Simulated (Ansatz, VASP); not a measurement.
## One calculation of Si, two programs

```
Si
1.0
     0.00000    2.72160    2.72160
     2.72160    0.00000    2.72160
     2.72160    2.72160    0.00000
Si
2
Direct
  0.50000 0.50000 0.50000
  0.75000 0.75000 0.75000
```

Alike in both runs: task single point; functional PBE; k mesh 10 × 10 × 10; occupations fermi-dirac, width 0.1 eV; no spin polarisation.

|  | VASP | Ansatz |
| --- | --- | --- |
| version | VASP 6.6.1 | Ansatz 0.2.0 |
| potentials or method | VASP PAW PBE potentials, release 64 (Si), cutoff 520 eV | PAW, plane waves, scalar-relativistic |
| valence electrons in the cell | 8 | 8 |

```tsv
	VASP	Ansatz	Ansatz less VASP
pressure (GPa)	1.3	1.4	+0.08
```
